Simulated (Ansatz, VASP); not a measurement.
ZnS: VASP beside Ansatz

The input INCAR:

```
SYSTEM = ZnS
PREC = Accurate
ENCUT = 520
EDIFF = 1E-8
ISMEAR = -1
SIGMA = 0.01
LREAL = .False.
LASPH = .True.
NELM = 60
ALGO = Normal
ISIF = 2
LWAVE = .False.
LCHARG = .False.
GGA = PS
LEFG = .True.
NBANDS = 16
```

The input KPOINTS:

```
Automatic mesh
0
Gamma
  9 9 9
  0 0 0
```

The input POSCAR:

```
ZnS
1.0
    0.0000000000      2.7046500000      2.6776035000
    2.7046500000      0.0000000000      2.6776035000
    2.7046500000      2.7046500000      0.0000000000
Zn S
1 1
Direct
    0.0000000000      0.0000000000      0.0000000000
    0.7500000000      0.7500000000      0.7500000000
```

Input for Ansatz:

```yaml
crystal:
  lattice:
    - [0.0, 2.70465, 2.6776035]
    - [2.70465, 0.0, 2.6776035]
    - [2.70465, 2.70465, 0.0]
  atoms:
    - { symbol: Zn, position: [0.0, 0.0, 0.0] }
    - { symbol: S, position: [0.75, 0.75, 0.75] }
kpoints:
  mp_grid: { grid: [9, 9, 9] }
scf:
  occupations: { method: fermi_dirac, width: 0.01 }
hamiltonian:
  xc: pbesol
  pseudopotentials: { kind: all_electron, datasets: crystal }
output:
  forces: true
  stress: true
  eigenvalues: true
  efg: { contact_densities: true }
```

Change from the starting cell: zz strain of -1 %, crystal datasets.

Alike in both runs: task electric field gradients; functional PBEsol; k mesh 9 × 9 × 9; occupations fermi-dirac, width 0.01 eV; no spin polarisation.

|  | VASP | Ansatz |
| --- | --- | --- |
| version | VASP 6.6.1 | Ansatz 0.2.0 |
| potentials or method | VASP PAW PBE potentials, release 64 (Zn, S), cutoff 520 eV | all-electron PAW with datasets made for the crystal, scalar-relativistic |

|  | VASP | Ansatz | Ansatz less VASP |
| --- | --- | --- | --- |
| gap on the k mesh at the Fermi level (eV) | 1.99 | 1.98 | -0.003 |
| pressure (GPa) | -1.3 | -1.5 | -0.18 |
| traceless stress, the component that is largest in VASP (GPa) | 0.28 | 0.28 | +0.004 |
| size of Vzz on the site where it differs most (V/Å²) | 1.8 | 1.9 | +0.08 |

VASP's potentials were made for PBE, not for PBEsol. Ansatz ran all-electron here, and VASP with PAW potentials.
